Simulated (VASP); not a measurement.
# Si16H5F in VASP: notebook, part 2 of 2

VASP 6.6.1. Earlier steps stand in the parts before.

### 3 Single point, PBE+D3(BJ)

The input, INCAR:

```
SYSTEM = Si16H5F
  PREC = Accurate
  ENCUT = 520
  EDIFF = 1E-6
  ISMEAR = 0
  SIGMA = 0.02
  LREAL = Auto
  LASPH = .True.
  NELM = 100
  ALGO = Normal
  ISIF = 2
  LWAVE = .False.
  LCHARG = .True.
  GGA = PE
  IVDW = 12
  LELF = .True.
  LVHAR = .True.
  NBANDS = 55
```

The input, KPOINTS:

```
regular mesh
0
Gamma
  2 2 1
  0 0 0
```

The input, POSCAR:

```
Si16H5F
1.0
    7.6791800000      0.0000000000      0.0000000000
    3.8395900000      6.6503650000      0.0000000000
    0.0000000000      0.0000000000     16.4187650000
H Si F
5 16 1
Direct
    0.1666666600      0.1666666600      0.0609059200
    0.6666666400      0.1666666600      0.0609059200
    0.1666666600      0.6666666300      0.0609059200
    0.6666666400      0.6666666300      0.0609059200
    0.7320622506     -0.1549646863      0.5138847071
    0.1666666600      0.1666666600      0.1522648000
    0.6666666400      0.1666666600      0.1522648000
    0.1666666600      0.6666666300      0.1522648000
    0.6666666400      0.6666666300      0.1522648000
   -0.1613785384      0.3311665140      0.2001384138
    0.3244264741      0.3375115772      0.1981724133
   -0.1617448841      0.8303026816      0.1992718346
    0.3258016836      0.8376164109      0.2027322075
   -0.0487316952      0.2842645276      0.3384982707
    0.5137145783      0.2460624565      0.3962141662
   -0.0375394176      0.7639169378      0.3358428449
    0.4917458863      0.7360945191      0.3908452248
    0.1639069369     -0.0780091622      0.3382535367
    0.6773525792     -0.1036969604      0.4259346944
    0.1828792144      0.4078744295      0.3352038761
    0.6794336837      0.4203346482      0.4415267516
    0.6382597975      0.1840623417      0.3075916430
```

Potentials or basis: VASP PAW PBE potentials, release 64 (H, Si, F).

On the command line:

```console
cat potpaw_PBE.64/H/POTCAR potpaw_PBE.64/Si/POTCAR potpaw_PBE.64/F/POTCAR > POTCAR
mpirun -np 1 vasp_std > vasp.out
```

It took 9.1 min on 1 thread of Intel Xeon Platinum 8259CL at 2.50GHz (Skylake/Cascade Lake), shared host; peak memory 0.88 GiB.

The run converged. Its results:

```yaml
Free_energy: -107.7414 eV
Largest_force: 1.079 eV/Å
Band_gap_on_the_k_mesh: 0.86 eV (least direct gap 1.15 eV)
Dispersion_energy_per_atom: -0.174 eV
```

Forces in eV/Å, atoms in the order of the input:
```
H    0.050 -0.159 -0.124
H   -0.018  0.003 -0.056
H    0.179  0.026 -0.117
H   -0.160  0.090  0.006
H   -0.005  0.004 -0.019
Si  -0.087  0.101 -0.695
Si  -0.024  0.059  0.667
Si  -0.080  0.013 -0.692
Si   0.143 -0.135  1.061
Si  -0.001 -0.001 -0.001
Si   0.000  0.000 -0.005
Si   0.002  0.001 -0.003
Si  -0.004  0.003 -0.008
Si  -0.004 -0.001 -0.004
Si  -0.065  0.041  0.138
Si   0.001  0.003 -0.002
Si   0.001 -0.002 -0.001
Si   0.001 -0.001 -0.003
Si   0.005  0.001  0.010
Si  -0.004  0.001 -0.005
Si   0.000 -0.004 -0.004
F    0.069 -0.042 -0.141
```

Levels at points of the mesh, in eV from the valence-band top:
| k point | band 35 | band 36 | band 37 | band 38 | band 39 | band 40 | band 41 | band 42 |
| --- | --- | --- | --- | --- | --- | --- | --- | --- |
| (0.00, 0.00, 0.00) | -0.21 | -0.08 | -0.03 | 0.00 | 1.31 | 1.40 | 1.73 | 1.89 |
| (0.50, 0.00, 0.00) | -0.77 | -0.76 | -0.42 | -0.29 | 0.86 | 1.61 | 2.09 | 2.18 |
| (0.50, 0.50, 0.00) | -1.15 | -0.89 | -0.67 | -0.34 | 1.28 | 1.99 | 2.17 | 2.32 |
| (0.00, 0.50, 0.00) | -1.17 | -0.87 | -0.68 | -0.30 | 1.14 | 2.00 | 2.16 | 2.32 |

Caveat: the k points lie up to 0.47 Å⁻¹ apart; there is no dipole correction, which matters where the two faces differ.

### 4 Relaxation of the atoms, PBE+D3(BJ)

The input, INCAR:

```
PREC = Accurate
ENCUT = 520
EDIFF = 1E-6
ISMEAR = 0
SIGMA = 0.02
LREAL = Auto
LASPH = T
NELM = 60
ALGO = Normal
ISIF = 2
LWAVE = F
LCHARG = F
GGA = PE
IVDW = 12
IBRION = 2
NSW = 80
EDIFFG = -0.03
NCORE = 4
```

The input, KPOINTS:

```
Automatic mesh
0
Gamma
  2 2 1
```

The input, POSCAR:

```
Si16H5F
1.0
    7.6791800000      0.0000000000      0.0000000000
    3.8395900000      6.6503650000      0.0000000000
    0.0000000000      0.0000000000     16.4187650000
H Si F
5 16 1
Selective dynamics
Direct
    0.1666667000      0.1666667000      0.0609059000  F F F
    0.6666667000      0.1666667000      0.0609059000  F F F
    0.1666667000      0.6666667000      0.0609059000  F F F
    0.6666667000      0.6666667000      0.0609059000  F F F
    0.6635025000      0.2570010000      0.4896084000  T T T
    0.1666667000      0.1666667000      0.1522648000  F F F
    0.6666667000      0.1666667000      0.1522648000  F F F
    0.1666667000      0.6666667000      0.1522648000  F F F
    0.6666667000      0.6666667000      0.1522648000  F F F
   -0.1666667000      0.3333333000      0.2000000000  T T T
    0.3333333000      0.3333333000      0.2000000000  T T T
   -0.1666667000      0.8333333000      0.2000000000  T T T
    0.3333333000      0.8333333000      0.2000000000  T T T
   -0.1666667000      0.3333333000      0.3432056000  T T T
    0.3333333000      0.3333333000      0.3432056000  T T T
   -0.1666667000      0.8333333000      0.3432056000  T T T
    0.3333333000      0.8333333000      0.3432056000  T T T
    0.0000000000      0.0000000000      0.3909408000  T T T
    0.5000000000      0.0000000000      0.3909408000  T T T
    0.0000000000      0.5000000000      0.3909408000  T T T
    0.5000000000      0.5000000000      0.3909408000  T T T
    0.6732429000      0.1417638000      0.4652460000  T T T
```

On the command line:

```console
cat potpaw_PBE.64/H/POTCAR potpaw_PBE.64/Si/POTCAR potpaw_PBE.64/F/POTCAR > POTCAR
mpirun -np 4 vasp_std > vasp.out
```

It took 55 min on 4 MPI ranks of Intel Xeon Platinum 8259CL at 2.50GHz (Skylake/Cascade Lake), shared host; peak memory 0.37 GiB.

The run converged. Its results:

```
Free energy                : -106.4859 eV
Energy gained by relaxing  : 84.3 meV/atom
Ionic steps                : 47
Band gap on the k mesh     : zero (bands 38 and 39 overlap by 0.18 eV)
Dispersion energy per atom : -0.186 eV
```

Step by step:
```
step  energy change (eV)  largest force on free atoms (eV/Å)  pressure (GPa)
   1              0.0000                              2.0686            0.57
   3             -0.2441                              2.4989            0.30
   5             -0.8710                              1.8276            0.46
   7             -1.2799                              2.2603            0.78
   9             -1.4737                              0.7951            0.60
  11             -1.5965                              0.8449            0.56
  13             -1.6448                              1.0252            0.62
  15             -1.6931                              0.5408            0.49
  17             -1.7921                              0.4486            0.45
  19             -1.8208                              0.6620            0.50
  21             -1.8304                              0.1861            0.44
  23             -1.8366                              0.1158            0.41
  25             -1.8404                              0.3306            0.40
  27             -1.8442                              0.1072            0.35
  29             -1.8452                              0.1519            0.31
  31             -1.8492                              0.0798            0.27
  33             -1.8501                              0.0729            0.24
  35             -1.8510                              0.1290            0.25
  37             -1.8517                              0.0410            0.23
  39             -1.8519                              0.0365            0.23
  41             -1.8525                              0.0405            0.23
  43             -1.8531                              0.0927            0.22
  45             -1.8535                              0.0695            0.22
  47             -1.8537                              0.0282            0.22
```

Final structure:
```xyz
22
Lattice="7.6792 0.0000 0.0000 3.8396 6.6504 0.0000 0.0000 0.0000 16.4188" Properties=species:S:1:pos:R:3 pbc="T T T"
H     1.9198    1.1084    1.0000
H     5.7594    1.1084    1.0000
H     3.8396    4.4336    1.0000
H     7.6792    4.4336    1.0000
H     5.8578    1.7359    8.2800
Si    1.9198    1.1084    2.5000
Si    5.7594    1.1084    2.5000
Si    3.8396    4.4336    2.5000
Si    7.6792    4.4336    2.5000
Si    7.6839    2.2099    3.2540
Si    3.8355    2.2094    3.2602
Si    9.5992    5.5462    3.2590
Si    5.7580    5.5440    3.2591
Si    7.6345    2.3615    5.6102
Si    3.8988    2.3566    5.6195
Si    9.6099    5.4539    5.6599
Si    5.7675    5.4256    5.6501
Si    7.6875    0.0654    5.7814
Si    3.8514    0.0606    5.7712
Si    1.9268    3.2799    6.4956
Si    5.7670    3.3173    6.7270
F     5.8977    0.7904    8.4996
```

Levels at points of the mesh, in eV from the Fermi level:
```
           k point  band 35  band 36  band 37  band 38  band 39  band 40  band 41  band 42
(0.00, 0.00, 0.00)    -0.64    -0.32    -0.24    -0.18    -0.16     0.41     1.04     1.19
(0.50, 0.00, 0.00)    -0.99    -0.95    -0.45    -0.02     0.53     0.58     1.92     1.94
(0.50, 0.50, 0.00)    -0.99    -0.95    -0.45    -0.03     0.54     0.58     1.91     1.95
(0.00, 0.50, 0.00)    -1.05    -0.86    -0.45     0.02     0.42     0.76     1.77     1.95
```

Caveat: the k points lie up to 0.47 Å⁻¹ apart; there is no dipole correction, which matters where the two faces differ.

### 5 Overview

```tsv
task	cell	atoms held fixed (from 0)	gap on the mesh (eV)	largest force (eV/Å)
single point	as given, atomic positions A	-	none	0.23
single point	as given, atomic positions B	-	0.86	1.08
relaxation of the atoms	atoms relaxed, atomic positions C	[0, 1, 2, 3, 5, 6, 7, 8]	none	-
```

Alike in all rows: level PBE+D3(BJ); potentials or basis VASP PAW PBE potentials, release 64 (H, Si, F); no spin polarisation; k mesh 2 × 2 × 1; cutoff (eV) 520; smearing gaussian 0.02 eV.

Caveats: all runs use coarse meshes; there is no dipole correction, which matters where the two faces differ.

Absolute energies hang on the potentials; compare differences alone.
